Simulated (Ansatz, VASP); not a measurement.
GaN: VASP beside Ansatz

```
Ga N
1.0
     0.00000    2.22304    2.22304
     2.22304    0.00000    2.22304
     2.22304    2.22304    0.00000
Ga N
1 1
Cartesian
  0.0000 0.0000 0.0000
  1.1115 1.1115 1.1115
```

Alike in both runs: task single point; functional BHLYP; k mesh 5 × 5 × 5; occupations fermi-dirac, width 0.05 eV; no spin polarisation.

|  | VASP | Ansatz |
| --- | --- | --- |
| version | VASP 6.6.1 | Ansatz 0.2.0 |
| potentials or method | VASP PAW PBE potentials, release 64 (Ga_d, N) | Ansatz PAW |
| plane-wave cutoff (eV) | 520 | 420 |
| valence electrons in the cell | 18 | 18 |

Ansatz gave:

| Item | Value |
| --- | --- |
| gap on the k mesh at the Fermi level (eV) | 6.29 |
| least direct gap on the mesh (eV) | 6.29 |
| pressure (GPa) | 6.8 |

Problem. Estimate VASP's values.

Solution. gap on the k mesh at the Fermi level (eV): 6.35; least direct gap on the mesh (eV): 6.35; pressure (GPa): 8.3.

VASP's potentials were made for PBE, not for BHLYP. The functional is the same, so the differences come from potentials, cutoffs and numerics.

The k mesh is coarse, so the values compare programs but aren't converged. Noted on Ansatz's run: odd divisions of the mesh miss points on the zone boundary, where band edges often lie, so the gap on the mesh can be too wide.
